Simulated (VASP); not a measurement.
Runs of VASP 6.6.1 on InP (zincblende type). The structure is that of space group F-43m (No. 216), or close to it. The cells are those of the table. 

| task | cell | cutoff (eV) | gap on the mesh (eV) | pressure (GPa) |
| --- | --- | --- | --- | --- |
| single point | a = 4.038 Å, angles 60.0°, 2 atoms | 520 | 1.13 | 10.1 |
| single point | a = 4.214 Å, angles 60.0°, 2 atoms | 520 | 0.44 | 0.0 |
| single point | a = 3.632 Å, angles 60.0°, 2 atoms | 520 | (a) | 71.7 |
| relaxation of cell and atoms | relaxed from a = 4.198 Å, angles 60.0°, 2 atoms | 600 | 0.44 | 0.0 |

Alike in all rows: level PBE; potentials or basis VASP PAW PBE potentials, release 64 (In_d, P); no spin polarisation; k mesh 11 × 11 × 11; smearing fermi-dirac 0.1 eV.

Task: Fill in the values left out.

Result: (a) 0.83.

Caveats: spin-orbit coupling is left out, which moves the levels of the heavy elements; the cell stands under pressure (at least some runs); an odd mesh through Γ misses points on the zone boundary, where band edges can lie (at least some runs).

A k mesh can miss the band edges, and the runs leave out spin-orbit coupling on In.
